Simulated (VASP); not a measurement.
# ZnS (P6_3mc) in VASP: relaxation of cell and atoms with LDA

Aim: the relaxation of cell and atoms of ZnS with LDA.

All numbers are computed with VASP 6.6.1; they aren't measurements. Logs are shortened: lines on timing, memory, paths and dates and some standing lists are left out, and cuts for length are marked.

## 1. The cell of the first run

It takes space group P6_3mc (No. 186, hexagonal). Conventional cell: a = 3.823 Å, b = 3.823 Å, c = 6.261 Å, α = 90.00°, β = 90.00°, γ = 120.00°. Within 3.1 Å of Zn (site symmetry 3m) lie 4 S at 2.34 to 2.35 Å. Within 3.1 Å of S (site symmetry 3m) lie 4 Zn at 2.34 to 2.35 Å.

## 2. Relaxation of cell and atoms, LDA

File INCAR:

```
SYSTEM = ZnS
  PREC = Accurate
  ENCUT = 600
  EDIFF = 1E-6
  ISMEAR = 0
  SIGMA = 0.02
  LREAL = .False.
  LASPH = .True.
  NELM = 60
  ALGO = Normal
  ISIF = 3
  LWAVE = .False.
  LCHARG = .False.
  IBRION = 2
  NSW = 100
  EDIFFG = -0.002
```

File KPOINTS:

```
regular mesh
0
Gamma
  9 9 6
  0 0 0
```

File POSCAR:

```
ZnS
1.0
    3.8230000000      0.0000000000      0.0000000000
   -1.9115000000      3.3108151187      0.0000000000
    0.0000000000      0.0000000000      6.2610000000
Zn S
2 2
Direct
    0.3333333333      0.6666666667      0.0000000000
    0.6666666667      0.3333333333      0.5000000000
    0.3333333333      0.6666666667      0.3750000000
    0.6666666667      0.3333333333      0.8750000000
```

Potentials or basis: VASP PAW LDA potentials, release 64 (Zn, S).

Run with:

```sh
cat potpaw_LDA.64/Zn/POTCAR potpaw_LDA.64/S/POTCAR > POTCAR
mpirun -np 1 vasp_std > vasp.out
```

OUTCAR:

```text
SYSTEM = ZnS
   PREC = Accurate
   ENCUT = 600
   EDIFF = 1E-6
   ISMEAR = 0
   LREAL = .False.
   LASPH = .True.
   NELM = 60
   ISIF = 3
   IBRION = 2
   NSW = 100
   EDIFFG = -0.002

 ion  position               nearest neighbor table
   1  0.333  0.667  0.000-   4 2.34   4 2.34   4 2.34   3 2.35
   2  0.667  0.333  0.500-   3 2.34   3 2.34   3 2.34   4 2.35
   3  0.333  0.667  0.375-   2 2.34   2 2.34   2 2.34   1 2.35
   4  0.667  0.333  0.875-   1 2.34   1 2.34   1 2.34   2 2.35

  LATTYP: Found a hexagonal cell.
 ALAT       =     3.8230000000
 C/A-ratio  =     1.6377190688

  Lattice vectors:

 A1 = (   3.8230000000,   0.0000000000,   0.0000000000)
 A2 = (  -1.9115000000,   3.3108151187,   0.0000000000)
 A3 = (   0.0000000000,   0.0000000000,   6.2610000000)

Analysis of symmetry for initial positions (statically):
=====================================================================
 Subroutine PRICEL returns:
 Original cell was already a primitive cell.

 Routine SETGRP: Setting up the symmetry group for a
 hexagonal supercell.

 Subroutine GETGRP returns: Found 12 space group operations
 (whereof  6 operations were pure point group operations)
 out of a pool of 24 trial point group operations.

The static configuration has the point symmetry C_3v.
 The point group associated with its full space group is C_6v.

Analysis of symmetry for dynamics (positions and initial velocities):
=====================================================================
 Subroutine PRICEL returns:
 Original cell was already a primitive cell.

 Routine SETGRP: Setting up the symmetry group for a
 hexagonal supercell.

 Subroutine GETGRP returns: Found 12 space group operations
 (whereof  6 operations were pure point group operations)
 out of a pool of 24 trial point group operations.

The dynamic configuration has the point symmetry C_3v.
 The point group associated with its full space group is C_6v.

 Subroutine INISYM returns: Found 12 space group operations
 (whereof  6 operations are pure point group operations),
 and found     1 'primitive' translations

----------------------------------------------------------------------------------------

                                     Primitive cell

  volume of cell :      79.2470

  direct lattice vectors                    reciprocal lattice vectors
     3.823000000  0.000000000  0.000000000     0.261574680  0.151020212  0.000000000
    -1.911500000  3.310815119  0.000000000     0.000000000  0.302040423  0.000000000
     0.000000000  0.000000000  6.261000000     0.000000000  0.000000000  0.159718895

  length of vectors
     3.823000000  3.823000000  6.261000000     0.302040423  0.302040423  0.159718895

  position of ions in fractional coordinates (direct lattice)
     0.333333333  0.666666667  0.000000000
     0.666666667  0.333333333  0.500000000
     0.333333333  0.666666667  0.375000000
     0.666666667  0.333333333  0.875000000

  ion indices of the primitive-cell ions
   primitive index   ion index
                 1           1
                 2           2
                 3           3
                 4           4

----------------------------------------------------------------------------------------

 KPOINTS: regular mesh

Automatic generation of k-mesh.
 Grid dimensions read from file:
 generate k-points for:    9    9    6

 Generating k-lattice:

  Cartesian coordinates                     Fractional coordinates (reciprocal lattice)
     0.029063853  0.016780024  0.000000000     0.111111111  0.000000000  0.000000000
     0.000000000  0.033560047  0.000000000     0.000000000  0.111111111  0.000000000
     0.000000000  0.000000000  0.026619816     0.000000000  0.000000000  0.166666667

  Length of vectors
     0.033560047  0.033560047  0.026619816

  Shift w.r.t. Gamma in fractional coordinates (k-lattice)
     0.000000000  0.000000000  0.000000000

 Subroutine IBZKPT returns following result:
 ===========================================

 Found     48 irreducible k-points:

 Following reciprocal coordinates:
            Coordinates               Weight
  0.000000  0.000000  0.000000      1.000000
  0.111111 -0.000000  0.000000      6.000000
  0.222222 -0.000000  0.000000      6.000000
  0.333333 -0.000000  0.000000      6.000000
  0.444444 -0.000000  0.000000      6.000000
  0.111111  0.111111  0.000000      6.000000
[... 16 lines left out ...]
  0.333333  0.222222  0.166667     24.000000
  0.333333  0.333333  0.166667      4.000000
 [... further k-points ...]
   k-points           NKPTS =     48   k-points in BZ     NKDIM =     48   number of bands    NBANDS=     22
   number of dos      NEDOS =    301   number of ions     NIONS =      4
   total plane-waves  NPLWV =  51200
   dimension x,y,z NGX =    32 NGY =   32 NGZ =   50
   dimension x,y,z NGXF=    64 NGYF=   64 NGZF=  100
   ions per type =               2   2
   NGX,Y,Z   is equivalent  to a cutoff of  13.92, 13.92, 13.28 a.u.
   NGXF,Y,Z  is equivalent  to a cutoff of  27.83, 27.83, 26.55 a.u.
 SYSTEM =  ZnS
   PREC   = accura    normal or accurate (medium, high low for compatibility)
   ISTART =      0    job   : 0-new  1-cont  2-samecut
   ICHARG =      2    charge: 1-file 2-atom 10-const
   ISPIN  =      1    spin polarized calculation?
   LNONCOLLINEAR =      F non collinear calculations
   LSORBIT =      F    spin-orbit coupling
   LASPH  =      T    aspherical Exc in radial PAW
   ENCUT  =  600.0 eV  44.10 Ry    6.64 a.u.   7.64  7.64 12.50*2*pi/ulx,y,z
   NELM   =     60;   NELMIN=  2; NELMDL= -5     # of ELM steps
   EDIFF  = 0.1E-05   stopping-criterion for ELM
   LREAL  =      F    real-space projection
   EDIFFG = -.2E-02   stopping-criterion for IOM
   NSW    =    100    number of steps for IOM
   IBRION =      2    ionic relax: 0-MD 1-quasi-New 2-CG
   NFREE  =      1    steps in history (QN), initial steepest desc. (CG)
   ISIF   =      3    stress and relaxation
   ISYM   =      2    0-nonsym 1-usesym 2-fastsym
   POTIM  = 0.5000    time-step for ionic-motion
   TEBEG  =    0.0;   TEEND  =   0.0 temperature during run
   PSTRESS=    0.0 pullay stress
   NELECT =      36.0000    total number of electrons
   NUPDOWN=      -1.0000    fix difference up-down
   EMIN   =  10.00;   EMAX   =-10.00  energy-range for DOS
   EFERMI =   0.00;   METHOD = LEGACY
   ISMEAR =     0;   SIGMA  =   0.02  broadening in eV -4-tet -1-fermi 0-gaus
   EFERMI_NEDOS =   21; number of points for ismear=-14 and -15
   IALGO  =     38    algorithm
   IMIX   =      4    mixing-type and parameters
     AMIX     =   0.40;   BMIX     =  1.00
     AMIX_MAG =   1.60;   BMIX_MAG =  1.00
  volume/ion in A,a.u.               =      19.81       133.70
  Fermi-wavevector in a.u.,A,eV,Ry     =   1.258485  2.378192 21.548694  1.583784
  Thomas-Fermi vector in A             =   2.392092
   LORBIT       =      0    0 simple, 1 ext, 2 COOP (PROOUT), +10 PAW based schemes
   GGA     = CA    functional components
   LHFCALC =     F    Hartree Fock is set to
   AEXX    =    0.0000 exact exchange contribution
   IVDW    =     0    specifies the selected vdW correction
   LEPSILON=     F    determine dielectric tensor
   LRPA    =     F    only Hartree local field effects (RPA)
 conjugate gradient relaxation of ions
 non-spin polarized calculation
 Gauss-broadening in eV      SIGMA  =   0.02
  energy-cutoff  :      600.00
  volume of cell :       79.25
 maximum number of plane-waves:      2671
 NGX is ok and might be reduce to    32
   NGX = 15   NGY = 15   NGZ = 25

--------------------------------------- Ionic step        1  -------------------------------------------

 number of electron      36.0000015 magnetization

 Free energy of the ion-electron system (eV)
  ---------------------------------------------------
  ext. energy  EPLUGINS =         0.00000000
  ---------------------------------------------------
  free energy    TOTEN  =       -16.33386549 eV

  energy without entropy =      -16.33386549  energy(sigma->0) =      -16.33386549

------------------------ aborting loop because EDIFF is reached ----------------------------------------

  FORCE on cell =-STRESS in cart. coord.  units (eV):
  Direction    XX          YY          ZZ          XY          YZ          ZX
  --------------------------------------------------------------------------------------
  -------------------------------------------------------------------------------------
  Total       -2.3043322     -2.3043322     -2.2479313      0.0000000     -0.0000000      0.0000000
  in kB      -46.5878575    -46.5878575    -45.4475713      0.0000000     -0.0000000      0.0000000
  external PRESSURE =     -46.2077621 kB  Pullay stress =       0.0000000 kB
[... 95 lines left out ...]
  FREE ENERGIE OF THE ION-ELECTRON SYSTEM (eV)
  ---------------------------------------------------
  free  energy   TOTEN  =       -16.4043541602 eV

  energy  without entropy=      -16.4043541602  energy(sigma->0) =      -16.40435416

[... ionic steps 4 to 14 ...]

--------------------------------------- Ionic step       15  -------------------------------------------

 number of electron      36.0000006 magnetization

------------------------ aborting loop because EDIFF is reached ----------------------------------------

  FORCE on cell =-STRESS in cart. coord.  units (eV):
  Direction    XX          YY          ZZ          XY          YZ          ZX
  --------------------------------------------------------------------------------------
  -------------------------------------------------------------------------------------
  Total       -0.0013183     -0.0013183     -0.0192798      0.0000000      0.0000000      0.0000000
  in kB       -0.0283263     -0.0283263     -0.4142581      0.0000000      0.0000000      0.0000000
  external PRESSURE =      -0.1569702 kB  Pullay stress =       0.0000000 kB
[... 61 lines left out ...]
  energy  without entropy=      -16.4045734792  energy(sigma->0) =      -16.40457348

--------------------------------------- Ionic step       17  -------------------------------------------

 number of electron      36.0000006 magnetization

 Free energy of the ion-electron system (eV)
  ---------------------------------------------------
  ext. energy  EPLUGINS =         0.00000000
  ---------------------------------------------------
  free energy    TOTEN  =       -16.40457129 eV

  energy without entropy =      -16.40457129  energy(sigma->0) =      -16.40457129

 E-fermi :   2.6360     XC(G=0): -10.2953

 val. band max:        2.5018339099   @ k =   0.0000   0.0000   0.0000
 cond. band min:       4.7158446970   @ k =   0.0000   0.0000   0.0000
 fundamental gap:      2.2140107871
 Fermi energy:         2.6359815233

 k-point     1 :       0.0000    0.0000    0.0000
  band No.  band energies     occupation
      1     -11.0507      2.00000
      2      -9.9883      2.00000
      3      -4.2531      2.00000
      4      -4.2333      2.00000
      5      -4.2333      2.00000
      6      -4.1446      2.00000
[... 574 lines left out ...]
      6      -3.8968      2.00000
[... 14 lines left out ...]
     21       8.1095      0.00000
     22      10.1238      0.00000

 [... further k-points ...]

------------------------ aborting loop because EDIFF is reached ----------------------------------------

  FORCE on cell =-STRESS in cart. coord.  units (eV):
  Direction    XX          YY          ZZ          XY          YZ          ZX
  --------------------------------------------------------------------------------------
  -------------------------------------------------------------------------------------
  Total       -0.0061055     -0.0061055      0.0079930      0.0000000      0.0000000     -0.0000000
  in kB       -0.1312067     -0.1312067      0.1717688      0.0000000      0.0000000     -0.0000000
  external PRESSURE =      -0.0302149 kB  Pullay stress =       0.0000000 kB
[... 19 lines left out ...]
  FREE ENERGIE OF THE ION-ELECTRON SYSTEM (eV)
  ---------------------------------------------------
  free  energy   TOTEN  =       -16.4045712922 eV

  energy  without entropy=      -16.4045712922  energy(sigma->0) =      -16.40457129

 reached required accuracy - stopping structural energy minimisation
```

Wall time 12 min (1 thread of AMD EPYC 7R13, shared host); peak memory 0.21 GiB.

What came out:

```yaml
Free_energy: -16.4046 eV
Relaxed_volume: 18.64 Å³/atom
Relaxed_cell: a = 3.742 Å, b = 3.742 Å, c = 6.147 Å, α = 90.00°, β = 90.00°, γ = 120.00°
Space_group_after_relaxing_to_0.1_Å: P6_3mc (No. 186)
Energy_gained_by_relaxing: 17.7 meV/atom
Ionic_steps: 17
Pressure_after_relaxing: 0.0 GPa
Band_gap_on_the_k_mesh: 2.21 eV
```

Step by step:
```
step  energy change (eV)  largest force (eV/Å)  pressure (GPa)  volume (Å³)
   1              0.0000                0.0069           -4.62        79.25
   2             -0.0597                0.0293            1.80        72.87
   3             -0.0705                0.0224            0.03        74.55
   4             -0.0705                0.0220           -0.05        74.64
   5             -0.0706                0.0153           -0.03        74.64
   6             -0.0707                0.0053           -0.12        74.63
   7             -0.0706                0.0031            0.20        74.44
   8             -0.0707                0.0040            0.04        74.55
   9             -0.0707                0.0040           -0.04        74.57
  10             -0.0707                0.0046            0.00        74.57
  11             -0.0707                0.0038           -0.02        74.57
  12             -0.0707                0.0014            0.01        74.57
  13             -0.0707                0.0017            0.02        74.56
  14             -0.0707                0.0027           -0.01        74.57
  15             -0.0707                0.0028           -0.02        74.57
  16             -0.0707                0.0023            0.00        74.56
  17             -0.0707                0.0003            0.00        74.55
```

Final structure:
```
Zn S
1.0
     3.74222    0.00000    0.00000
    -1.87111    3.24086    0.00000
     0.00000    0.00000    6.14731
Zn S
2 2
Cartesian
  0.0000 2.1606 0.0034
  1.8711 1.0803 3.0771
  0.0000 2.1606 2.3018
  1.8711 1.0803 5.3755
```
